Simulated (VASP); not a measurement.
Write the native input for VASP 6.6.1 that does the following.

- Task: single point
- Functional: PBE
- Potentials or basis: VASP PAW PBE potentials, release 64 (Li_sv, Zn, F)
- Cutoff: 520 eV
- k mesh: 6 × 6 × 6
- Occupations: gaussian, width 0.02 eV
- Spin: no spin polarisation
- Dipole correction: no
- Further INCAR settings: ALGO = Normal; EDIFF = 1e-07; NBANDS = 47

The structure of LiZnF3 lies in POSCAR:

```
LiZnF3
1.0
    2.6206924496      1.5130574912      4.7247999864
   -2.6206924496      1.5130574912      4.7247999864
    0.0000000000     -3.0261149824      4.7247999865
Li Zn F
2 2 6
Direct
    0.7500000000      0.7500000000      0.7500000000
    0.2500000000      0.2500000000      0.2500000000
    0.5000000000      0.5000000000      0.5000000000
    0.0000000000      0.0000000000      0.0000000000
    0.1038968179      0.7500000000      0.3961031821
    0.7500000000      0.3961031821      0.1038968179
    0.6038968179      0.8961031821      0.2500000000
    0.3961031821      0.1038968179      0.7500000000
    0.8961031821      0.2500000000      0.6038968179
    0.2500000000      0.6038968179      0.8961031821
```

The input as run:

INCAR

```
ALGO     = Normal         # electronic algorithm
EDIFF    = 1E-7           # SCF threshold, eV
ENCUT    = 520            # plane-wave cutoff, eV
GGA      = PE             # functional
ISIF     = 2              # what is computed and relaxed
ISMEAR   = 0              # smearing method
LASPH    = T              # aspherical terms in the spheres
LCHARG   = T              # write CHGCAR
LELF     = T              # ELF
LREAL    = F              # projectors in reciprocal space
LVHAR    = T            
LWAVE    = F              # write WAVECAR
NBANDS   = 47             # bands
NELM     = 100            # most SCF steps
PREC     = Accurate       # precision mode
SIGMA    = 0.02           # smearing width, eV
```

KPOINTS

```
k-points
0
Gamma
  6 6 6
```

Potentials or basis: VASP PAW PBE potentials, release 64 (Li_sv, Zn, F).

Launch:

```console
$ cat potpaw_PBE.64/Li_sv/POTCAR potpaw_PBE.64/Zn/POTCAR potpaw_PBE.64/F/POTCAR > POTCAR
$ mpirun -np 1 vasp_std > vasp.out
```

Results of the run:

```yaml
Largest_force: 0.018 eV/Å
Band_gap_on_the_k_mesh: 4.15 eV, direct
```

Wall time 2.3 min on 1 thread of Intel(R) Xeon(R) 6975P-C (Granite Rapids), with other jobs on the host, peak memory 0.32 GiB.
